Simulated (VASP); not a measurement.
Input of a VASP 6.6.1 run:

File POSCAR:

```
BiS2
1.0
   -3.6062131617      3.6062131617      2.7608910118
    3.6062131617     -3.6062131617      2.7608910118
    3.6062131617      3.6062131617     -2.7608910118
Bi S
2 4
Direct
    0.0000000000      0.0000000000      0.0000000000
    0.7500000000      0.2500000000      0.5000000000
    0.3750000000      0.3973321129      0.5223321129
    1.1473321129      0.6250000000      1.0223321129
    0.6026678871      0.1250000000     -0.0223321129
    0.8750000000     -0.1473321129      0.4776678871
```

Contents of INCAR.step1:

```
SYSTEM = BiS2
PREC = Accurate ; ENCUT = 520
ISMEAR = -1 ; SIGMA = 0.03
LREAL = .FALSE. ; LASPH = .TRUE.
NELM = 100 ; NBANDS = 36
GGA = PE ; ALGO = Normal
EDIFF = 1E-4 ; LWAVE = .TRUE.
LCHARG = .FALSE.
```

File INCAR.step2:

```
SYSTEM = BiS2
PREC = Accurate ; ENCUT = 520
EDIFF = 1E-7 ; ISMEAR = -1
SIGMA = 0.03 ; LREAL = .FALSE.
LASPH = .TRUE. ; NELM = 100
ALGO = Normal ; ISIF = 2
LWAVE = .FALSE. ; LCHARG = .FALSE.
METAGGA = R2SCAN ; LMIXTAU = .TRUE.
LUSE_VDW = .TRUE. ; IVDW_NL = 2
BPARAM = 11.95 ; CPARAM = 0.0093
NBANDS = 36 ; ISTART = 1
```

KPOINTS

```
regular mesh
0
G
  6 6 6
  0 0 0
```

Potentials or basis: VASP PAW PBE potentials, release 64 (Bi_d, S).

The run is started by

```bash
$ cat potpaw_PBE.64/Bi_d/POTCAR potpaw_PBE.64/S/POTCAR > POTCAR
$ cp INCAR.step1 INCAR
$ mpirun -np 1 vasp_std > vasp.out
$ cp INCAR.step2 INCAR
$ mpirun -np 1 vasp_std > vasp.out
```

(1) What does it give for the band gap on the k mesh?

(2) Estimate the pressure.

(3) Estimate the largest force.

Answers

(1) zero (band 27 reaches 7.79 eV, above the bottom of band 28 at 4.56 eV).

(2) 0.1 GPa.

(3) 0.007 eV/Å.

Caveat: the PAW data sets were made with another functional, which shifts forces and pressure a little; spin-orbit coupling is left out, which moves the levels of the heavy elements.
